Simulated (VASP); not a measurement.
Set up this calculation in VASP 6.6.1, as the native input.

| Item | Value |
| --- | --- |
| Task | single point |
| Functional | LDA |
| Potentials or basis | VASP PAW LDA potentials, release 64 (Bi_d) |
| Cutoff | 520 eV |
| k mesh | 12 × 12 × 8 |
| Occupations | gaussian, width 0.05 eV |
| Spin | no spin polarisation |
| Dipole correction | no |
| Further INCAR settings | ALGO = Normal; EDIFF = 1e-06; NBANDS = 22 |

The structure of Bi lies in POSCAR:

```
Bi
1.0
    4.5367400000      0.0000000000      0.0000000000
   -2.2683700000      3.9289320900      0.0000000000
    0.0000000000      0.0000000000      5.1998300000
Bi
2
Direct
    0.3333333300      0.6666666700      0.2500000000
    0.6666666700      0.3333333300      0.7500000000
```

This isn't the form of Bi at room conditions, which is rhombohedral.

One way to write it, as run:

INCAR

```
  PREC = Accurate
  ENCUT = 520
  EDIFF = 1E-6
  ISMEAR = 0
  SIGMA = 0.05
  LREAL = False
  LASPH = True
  NELM = 60
  ALGO = Normal
  ISIF = 2
  LWAVE = False
  LCHARG = False
  GGA = CA
  NBANDS = 22
```

KPOINTS

```
regular mesh
0
Gamma
  12 12 8
```

Potentials or basis: VASP PAW LDA potentials, release 64 (Bi_d).

The run is started by

```console
$ cat potpaw_LDA.64/Bi_d/POTCAR > POTCAR
$ mpirun -np 1 vasp_std > vasp.out
```

Results of the run:

```
Pressure               : -9.2 GPa
Band gap on the k mesh : zero (bands 15 and 16 overlap by 2.25 eV)
```

Caveat: the cell stands under tension; spin-orbit coupling is left out, which moves the levels of the heavy elements.

It took 42 s on 1 thread of Intel(R) Xeon(R) 6975P-C (Granite Rapids) (shared host), peak memory 0.28 GiB.
